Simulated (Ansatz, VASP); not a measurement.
## One calculation of Ce2HfO6, two programs

```
CELL_PARAMETERS angstrom
-1.88462 1.88462 8.04835
1.88462 -1.88462 8.04835
1.88462 1.88462 -8.04835
ATOMIC_POSITIONS crystal
Ce 0.66397 0.66397 0.00000
Ce 0.33603 0.33603 0.00000
Hf 0.00000 0.00000 0.00000
O 0.07726 0.57726 0.50000
O 0.75000 0.25000 0.50000
O 0.42274 0.92274 0.50000
O 0.25000 0.75000 0.50000
O 0.92274 0.42274 0.50000
O 0.57726 0.07726 0.50000
```

Alike in both runs: functional PBE; k mesh 6 × 6 × 6; occupations gaussian, width 0.1 eV; no spin polarisation.

Ansatz relaxed the structure, and its values are those at the end. VASP's run is a single point on that final structure, the one shown.

|  | VASP | Ansatz |
| --- | --- | --- |
| version | VASP 6.6.1 | Ansatz 0.2.0 |
| potentials or method | VASP PAW PBE potentials, release 64 (Ce, Hf_pv, O), cutoff 520 eV | scalar-relativistic, plane waves, PAW |
| valence electrons in the cell | 70 | 86 |

Ansatz gave:

| Quantity | Value |
| --- | --- |
| gap on the k mesh at the Fermi level (eV) | 1.86 |
| least direct gap on the mesh (eV) | 1.90 |
| pressure (GPa) | 0.0 |
| rms of the force components (eV/Å) | 0.000 |

**Question.** Which values does VASP return?

**Answer.** gap on the k mesh at the Fermi level (eV): 1.86; least direct gap on the mesh (eV): 1.91; pressure (GPa): -1.0; rms of the force components (eV/Å): 0.043.

With one functional, cell and mesh, what is left measures potentials, basis and numerics. VASP's potentials hold 70 valence electrons a cell and Ansatz's 86, so a difference there can come from the potentials and not from the codes.

Spin-orbit coupling is off throughout.
